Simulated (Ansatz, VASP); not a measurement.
## Two plane-wave programs on HfB2

Contents of INCAR:

```
SYSTEM = HfB2
ALGO = Normal
EDIFF = 1E-7
ENCUT = 520
GGA = PE
ISIF = 2
ISMEAR = 1
LASPH = .True.
LCHARG = .False.
LREAL = .False.
LWAVE = .False.
NBANDS = 15
NELM = 100
PREC = Accurate
SIGMA = 0.1
```

File KPOINTS:

```
k-points
0
Gamma
  13 13 10
  0 0 0
```

Contents of POSCAR:

```
HfB2
1.0
    3.1400000000      0.0157000000      0.0000000000
   -1.5564034000      2.7114700000      0.0000000000
    0.0000000000      0.0000000000      3.4800000000
Hf B
1 2
Direct
    0.0000000000      0.0000000000      0.0000000000
    0.3333333333      0.6666666667      0.5000000000
    0.6666666667      0.3333333333      0.5000000000
```

Input for Ansatz:

```yaml
crystal:
  lattice:
    - [3.14, 0.015700000000000002, 0.0]
    - [-1.5564034, 2.7114700000000003, 0.0]
    - [0.0, 0.0, 3.48]
  atoms:
    - { symbol: Hf, position: [0.0, 0.0, 0.0] }
    - { symbol: B, position: [0.3333333333333333, 0.6666666666666666, 0.5] }
    - { symbol: B, position: [0.6666666666666666, 0.3333333333333333, 0.5] }
basis:
  ecutwfc: 420.0
kpoints:
  mp_grid:
    grid: [13, 13, 10]
hamiltonian:
  xc: pbe
  pseudopotentials:
    kind: paw
scf:
  occupations:
    method: cold
output:
  stress: true
```

Alike in both runs: task single point; functional PBE; k mesh 13 × 13 × 10; no spin polarisation.

|  | VASP | Ansatz |
| --- | --- | --- |
| version | VASP 6.6.1 | Ansatz 0.2.0 |
| potentials or method | VASP PAW PBE potentials, release 64 (Hf_pv, B), cutoff 520 eV | plane waves, PAW |
| occupations | methfessel-paxton of order 1, width 0.1 eV | cold |
| valence electrons in the cell | 16 | 32 |

|  | VASP | Ansatz | Ansatz less VASP |
| --- | --- | --- | --- |
| pressure (GPa) | 1.0 | 1.4 | +0.38 |
| traceless stress, the component that is largest in VASP (GPa) | -2.71 | -2.70 | +0.010 |

VASP's potentials hold 16 valence electrons a cell and Ansatz's 32, so a difference there can come from the potentials and not from the codes.

Spin-orbit coupling is off throughout.
